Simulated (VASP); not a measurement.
Set up this calculation in VASP 6.6.1, as the native input.

```yaml
Task: single point
Functional: LDA
Potentials_or_basis: VASP PAW LDA potentials, release 64 (As_d)
Cutoff: 400 eV
k_mesh: 9 × 9 × 1
Occupations: gaussian, width 0.02 eV
Spin: no spin polarisation
Dipole_correction: yes
Further_INCAR_settings: ALGO = Normal; EDIFF = 1e-06; NBANDS = 22; NELMDL = -8
```

The structure of As lies in POSCAR:

```
As
1.0
    3.4070000000      0.0000000000      0.0000000000
   -1.7035000000      2.9505485507      0.0000000000
    0.0000000000      0.0000000000     28.0000000000
As
2
Direct
    0.3333333333      0.6666666667      0.5264285714
    0.6666666667      0.3333333333      0.4735714286
```

One way to write it, as run:

INCAR

```
SYSTEM = As
PREC = Accurate
ENCUT = 400
EDIFF = 1E-6
ISMEAR = 0
SIGMA = 0.02
LREAL = .FALSE.
LASPH = .TRUE.
NELM = 120
ALGO = Normal
ISIF = 2
LWAVE = .FALSE.
LCHARG = .FALSE.
LDIPOL = .TRUE.
IDIPOL = 3
DIPOL = 0.5 0.5 0.500
GGA = CA
NBANDS = 22
GGA_COMPAT = .FALSE.
NELMDL = -8
```

KPOINTS

```
Automatic mesh
0
G
  9 9 1
  0 0 0
```

Potentials or basis: VASP PAW LDA potentials, release 64 (As_d).

Command:

```bash
$ cat potpaw_LDA.64/As_d/POTCAR > POTCAR
$ mpirun -np 1 vasp_std > vasp.out
```

Results of the run:

- Largest force: 0.901 eV/Å

It took 54 s on 1 thread of AMD EPYC 9R45 (Zen 5), on a shared host, peak memory 0.21 GiB.
